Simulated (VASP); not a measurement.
## Ru: electric field gradients with PBE

The system is Ru.

```
Ru
1.0
     2.67847    0.00000    0.00000
    -1.33923    2.31962    0.00000
     0.00000    0.00000    4.23865
Ru
2
Direct
  0.33333 0.66667 0.25000
  0.66667 0.33333 0.75000
```

This cell differs from its parent crystal: volume scaled by 0.97.

```
Program                : VASP 6.6.1
Task                   : electric field gradients
Functional             : PBE
Potentials or basis    : VASP PAW PBE potentials, release 64 (Ru_pv)
Cutoff                 : 520 eV
k mesh                 : 14 × 14 × 8
Occupations            : fermi-dirac, width 0.03 eV
Spin                   : no spin polarisation
Dipole correction      : no
Further INCAR settings : ALGO = Normal; EDIFF = 1e-08; NBANDS = 21
```

```json
{
  "Pressure": "15.5 GPa",
  "Band gap on the k mesh": "zero (band 14 reaches 15.12 eV, above the bottom of band 15 at 11.83 eV)"
}
```

Stress tensor (GPa, compression positive):
```
15.82  0.00  0.00
 0.00 15.82  0.00
 0.00  0.00 14.72
```

Levels at points of the mesh, in eV from the Fermi level:
| k point | band 11 | band 12 | band 13 | band 14 | band 15 | band 16 | band 17 | band 18 |
| --- | --- | --- | --- | --- | --- | --- | --- | --- |
| (0.00, 0.00, 0.00) | -2.52 | -1.99 | -1.99 | -1.44 | -1.44 | 1.25 | 1.25 | 1.34 |
| (0.50, 0.00, 0.00) | -2.15 | -1.83 | -1.57 | 1.52 | 1.96 | 2.03 | 4.25 | 6.37 |
| (0.00, 0.00, 0.50) | -2.87 | -2.87 | -2.80 | -2.80 | 0.59 | 0.59 | 0.59 | 0.59 |
| (0.50, 0.00, 0.50) | -1.10 | -1.10 | 0.48 | 0.48 | 1.79 | 1.79 | 3.53 | 3.53 |

Electric field gradients, principal values (V/Å²):
| atom | least | middle | greatest (by size) |
| --- | --- | --- | --- |
| 1 Ru | 6.889 | 6.891 | -13.781 |
| 2 Ru | 6.889 | 6.891 | -13.781 |

Wall time 34 s on 1 thread of Intel(R) Xeon(R) Platinum 8559C (Emerald Rapids), on a shared host, peak memory 0.17 GiB.

Caveat: without QUAD_EFG the Cq values of the log hold for a quadrupole moment of 1 mb, not for the nuclei.
